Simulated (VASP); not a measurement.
Here is a VASP 6.6.1 calculation.

File INCAR:

```
SYSTEM = AlN
ALGO = Normal
EDIFF = 1E-6
ENCUT = 520
GGA = PS
ISIF = 2
ISMEAR = -1
LASPH = .True.
LCHARG = .True.
LELF = .True.
LREAL = Auto
LVHAR = .True.
LWAVE = .False.
NBANDS = 66
NELM = 100
PREC = Accurate
SIGMA = 0.112
```

Contents of KPOINTS:

```
k-points
0
Gamma
  4 4 2
  0 0 0
```

File POSCAR:

```
AlN
1.0
    0.0000000000      4.0377368908      4.0377368908
    4.0377368908      0.0000000000      4.0377368908
    6.0566053362      6.0566053362      0.0000000000
Al N
12 12
Direct
   -0.0326283023     -0.0107489669      0.0210305102
   -0.0050498585     -0.0106312029      0.3371794738
    0.0017628687     -0.0159671127      0.6736096829
    0.0224635736      0.5000184645     -0.0261897534
    0.0406107442      0.4780273089      0.3415491658
   -0.0225609054      0.4977198996      0.6726522159
    0.4986169368     -0.0086231473      0.0041610768
    0.5206864778      0.0072669421      0.3198565686
    0.4968691755      0.0234074192      0.6538278095
    0.5268613477      0.4910524270      0.0005404843
    0.4915109760      0.5231829258      0.3399138438
    0.4836264850      0.5053012505      0.6638795624
    0.2586992487      0.2536003528      0.1570423442
    0.2519756803      0.2804792711      0.4937753633
    0.2371457145      0.2249638906      0.8495300113
    0.2470840788      0.7537978779      0.1615952247
    0.2483952093      0.7751246762      0.4891935887
    0.2636263899      0.7441321912      0.8166155339
    0.7707083409      0.2448392569      0.1761423175
    0.7420030282      0.2648778335      0.5123939613
    0.7170239365      0.2444621893      0.8544119540
    0.7607855794      0.7292057605      0.1675233805
    0.7624714248      0.7390526131      0.4942233865
    0.7423874019      0.7410490284      0.8383590672
```

Potentials or basis: VASP PAW PBE potentials, release 64 (Al, N).

The run is started by

```console
$ cat potpaw_PBE.64/Al/POTCAR potpaw_PBE.64/N/POTCAR > POTCAR
$ mpirun -np 1 vasp_std > vasp.out
```

What does it give for the pressure?

6.8 GPa.

Predict the band gap on the k mesh.

4.27 eV (least direct gap 4.36 eV).

Predict the largest force.

4.257 eV/Å.

Forces on the atoms (eV/Å):
```
Al  -1.676  0.670  2.026
Al   0.398  0.156  1.832
Al   0.700 -0.964  0.558
Al   2.142  2.365 -1.092
Al  -0.745 -4.081 -0.954
Al  -0.225  0.420 -0.146
Al   0.488 -0.454 -0.577
Al   0.330 -0.111 -1.260
Al   0.207  0.939 -1.432
Al   1.292 -1.456 -1.826
Al  -1.680  0.332  0.733
Al  -0.009  1.106  0.697
N    0.966  1.443 -0.233
N   -0.665  2.510 -1.167
N   -0.995 -1.871  1.395
N   -0.261  1.138 -0.113
N    0.347  0.641 -0.775
N    1.325 -0.450 -0.110
N   -0.103 -2.042 -1.240
N   -1.515  0.229 -0.740
N   -2.120  0.579  2.269
N    0.961 -0.668  0.531
N    1.579 -0.322  0.204
N   -0.740 -0.107  1.422
```

Caveat: the k points lie up to 0.45 Å⁻¹ apart; the atoms stand as in a frame of molecular dynamics; the structure was generated, so it needn't be the stable form of AlN; the PAW data sets were made with another functional, which shifts forces and pressure a little. A k mesh can miss the band edges.
